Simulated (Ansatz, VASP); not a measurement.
SnO2: VASP beside Ansatz

INCAR

```
SYSTEM = SnO2
  PREC = Accurate
  ENCUT = 520
  EDIFF = 1E-6
  ISMEAR = 0
  SIGMA = 0.05
  LREAL = .FALSE.
  LASPH = .TRUE.
  NELM = 100
  ALGO = Normal
  ISIF = 2
  LWAVE = .FALSE.
  LCHARG = .TRUE.
  GGA = CA
  LELF = .TRUE.
  LVHAR = .TRUE.
  NBANDS = 35
```

KPOINTS

```
regular mesh
0
G
  6 6 8
  0 0 0
```

POSCAR

```
SnO2
1.0
    4.5684689812      0.0000000000      0.0000000000
    0.0000000000      4.5689536805      0.0000000000
    0.0000000000      0.0000000000      3.0863613216
Sn O
2 4
Direct
    0.5000000000      0.5000000000      0.5000000000
    0.0000000000      0.0000000000      0.0000000000
    0.3059920358      0.3580673078      0.0000000000
    0.8059920358      0.1419326922      0.5000000000
    0.1940079642      0.8580673078      0.5000000000
    0.6940079642      0.6419326922      0.0000000000
```

Input for Ansatz:

```yaml
crystal:
  lattice:
    - [4.5684689812, 0.0, 0.0]
    - [0.0, 4.5689536805, 0.0]
    - [0.0, 0.0, 3.0863613216]
  atoms:
    - { symbol: Sn, position: [0.5, 0.5, 0.5] }
    - { symbol: Sn, position: [0.0, 0.0, 0.0] }
    - { symbol: O, position: [0.3059920358, 0.3580673078, 0.0] }
    - { symbol: O, position: [0.8059920358, 0.1419326922, 0.5] }
    - { symbol: O, position: [0.1940079642, 0.8580673078, 0.5] }
    - { symbol: O, position: [0.6940079642, 0.6419326922, 0.0] }
basis:
  ecutwfc: 520.0
kpoints:
  mp_grid: { grid: [6, 6, 8] }
hamiltonian:
  xc: lda
  pseudopotentials: { kind: paw, azcp: { folder: soft_1 } }
scf:
  occupations: { method: gaussian, width: 0.05 }
output:
  forces: true
  stress: true
  eigenvalues: true
```

Alike in both runs: task single point; functional LDA; k mesh 6 × 6 × 8; occupations gaussian, width 0.05 eV; no spin polarisation.

|  | VASP | Ansatz |
| --- | --- | --- |
| version | VASP 6.6.1 | Ansatz 0.2.0 |
| potentials or method | VASP PAW LDA potentials, release 64 (Sn_d, O), cutoff 520 eV | scalar-relativistic, plane waves, PAW |
| valence electrons in the cell | 52 | 52 |

```csv
,VASP,Ansatz,Ansatz less VASP
gap on the k mesh at the Fermi level (eV),2.75,2.72,-0.030
least direct gap on the mesh (eV),2.76,2.73,-0.027
rms of the force components (eV/Å),2.947,2.878,-0.0691
```

Ansatz warns that its potentials were made for another functional, while VASP's fit it. LDA's correlation is that of Perdew and Zunger in VASP and of Perdew and Wang (1992) in Ansatz. Atom by atom the forces differ by 0.069 eV/Å (rms over components).
